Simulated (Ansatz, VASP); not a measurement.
Two plane-wave programs on Ti

```xyz
1
Lattice="2.6338 0.0000 0.0000 0.0000 2.6338 0.0000 0.0000 0.0000 2.6372" Properties=species:S:1:pos:R:3 pbc="T T T"
Ti    0.0000    0.0000    0.0000
```

Alike in both runs: functional PBE; k mesh 6 × 6 × 6; occupations gaussian, width 0.1 eV; no spin polarisation.

Ansatz relaxed the structure, and its values are those at the end. VASP's run is a single point on that final structure, the one shown.

```csv
,VASP,Ansatz
version,VASP 6.6.1,Ansatz 0.2.0
potentials or method,"VASP PAW PBE potentials, release 64 (Ti_sv), cutoff 520 eV","scalar-relativistic, plane waves, PAW"
valence electrons in the cell,12,12
```

```tsv
	VASP	Ansatz	Ansatz less VASP
gap on the k mesh at the Fermi level (eV)	none	none	-
pressure (GPa)	-0.1	0.0	+0.10
```

A gap of «none» marks a metal or a gap that the smearing closes. The functional is the same, so the differences come from potentials, cutoffs and numerics.

The k mesh is coarse, so the values compare programs but aren't converged.
